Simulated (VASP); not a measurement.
Write the native input for VASP 6.6.1 that does the following.

- Task: single point
- Functional: PBE
- Potentials or basis: VASP PAW PBE potentials, release 64 (Cd, Te)
- Cutoff: 520 eV
- k mesh: 3 × 3 × 3
- Occupations: gaussian, width 0.1 eV
- Spin: no spin polarisation
- Dipole correction: no
- Further INCAR settings: ALGO = Normal; EDIFF = 1e-07; NBANDS = 53

The structure of Cd2Te3 lies in POSCAR:

```
Cd2Te3
1.0
    3.6073571676      2.0827086299      7.3327714166
   -3.6073571676      2.0827086299      7.3327714166
    0.0000000000     -4.1654172655      7.3327714150
Cd Te
4 6
Direct
    0.8597227420      0.8597227420      0.8597227420
    0.6402772580      0.6402772580      0.6402772580
    0.1402772580      0.1402772580      0.1402772580
    0.3597227420      0.3597227420      0.3597227420
    0.0245284039      0.7500000000      0.4754715961
    0.7500000000      0.4754715961      0.0245284039
    0.4754715961      0.0245284039      0.7500000000
    0.9754715961      0.2500000000      0.5245284039
    0.5245284039      0.9754715961      0.2500000000
    0.2500000000      0.5245284039      0.9754715961
```

The cell was generated, and may not be a known phase.

The input as run:

INCAR

```
ALGO     = Normal         # electronic algorithm
EDIFF    = 1E-7           # SCF threshold, eV
ENCUT    = 520            # plane-wave cutoff, eV
GGA      = PE             # functional
ISIF     = 2              # what is computed and relaxed
ISMEAR   = 0              # smearing method
LASPH    = T              # aspherical terms in the spheres
LCHARG   = F              # write CHGCAR
LREAL    = F              # projectors in reciprocal space
LWAVE    = F              # write WAVECAR
NBANDS   = 53             # bands
NELM     = 80             # most SCF steps
PREC     = Accurate       # precision mode
SIGMA    = 0.1            # smearing width, eV
```

KPOINTS

```
k-points
0
Gamma
  3 3 3
```

Potentials or basis: VASP PAW PBE potentials, release 64 (Cd, Te).

The run is started by

```console
$ cat potpaw_PBE.64/Cd/POTCAR potpaw_PBE.64/Te/POTCAR > POTCAR
$ mpirun -np 1 vasp_std > vasp.out
```

It gave:

* Pressure: 0.0 GPa
* Largest force: 0.031 eV/Å
* Band gap on the k mesh: zero (bands 42 and 43 overlap by 0.45 eV)

Caveat: semilocal functionals underestimate gaps, and a narrow one can read as zero; spin-orbit coupling is left out, which moves the levels of the heavy elements.

Wall time 5.9 min on 1 thread of Intel Xeon 8259CL, with other jobs on the host, peak memory 0.54 GiB.
